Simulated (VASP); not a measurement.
Input of a VASP 6.6.1 run:

INCAR

```
SYSTEM = Sr2CuSO2
PREC     = Accurate       ! precision mode
ENCUT    = 820            ! plane-wave cutoff, eV
EDIFF    = 1E-6           ! SCF threshold, eV
ISMEAR   = -1             ! smearing method
SIGMA    = 0.05           ! smearing width, eV
LREAL    = .False.        ! projectors in reciprocal space
LASPH    = .True.         ! aspherical terms in the spheres
NELM     = 120            ! most SCF steps
ALGO     = Normal         ! electronic algorithm
ISIF     = 2              ! what is computed and relaxed
LWAVE    = .False.        ! write WAVECAR
LCHARG   = .False.        ! write CHGCAR
GGA      = PE             ! functional
NBANDS   = 38             ! bands
GGA_COMPAT= .False.
```

KPOINTS

```
Automatic mesh
0
Gamma
  7 7 4
  0 0 0
```

The input POSCAR:

```
Sr2CuSO2
1.0
    3.9023430000      0.0000000000      0.0000000000
    0.0000000000      3.9023430000      0.0000000000
    0.0000000000      0.0000000000      6.8812800000
Sr Cu S O
2 1 1 2
Direct
    0.0005330000      0.0006860000      0.7436110000
   -0.0005620000     -0.0049180000      0.2428590000
    0.4888360000      0.5063220000     -0.0036160000
    0.5091690000      0.4895400000      0.5033420000
    0.4971710000     -0.0007140000      0.0057550000
   -0.0032250000      0.4983540000     -0.0044160000
```

Potentials or basis: VASP PAW PBE potentials, release 64 (Sr_sv, Cu_sv_GW, S, O).

Run with:

```console
$ cat potpaw_PBE.64/Sr_sv/POTCAR potpaw_PBE.64/Cu_sv_GW/POTCAR potpaw_PBE.64/S/POTCAR potpaw_PBE.64/O/POTCAR > POTCAR
$ mpirun -np 1 vasp_std > vasp.out
```

Predict the largest force.

0.667 eV/Å.

Predict the pressure.

0.2 GPa.

Estimate the band gap on the k mesh.

zero (an odd number of electrons rules out a gap without spin polarisation).

Stress tensor (GPa, compression positive):
```
 0.28 -0.01  0.02
-0.01  0.06  0.15
 0.02  0.15  0.15
```

Caveat: the cell differs from its parent crystal (atoms moved at random); an odd number of electrons without spin polarisation forces a metal; a magnetic or distorted state may lie lower; semilocal functionals often make such compounds metallic where correlation or magnetic order opens a gap, which also shifts bond lengths.
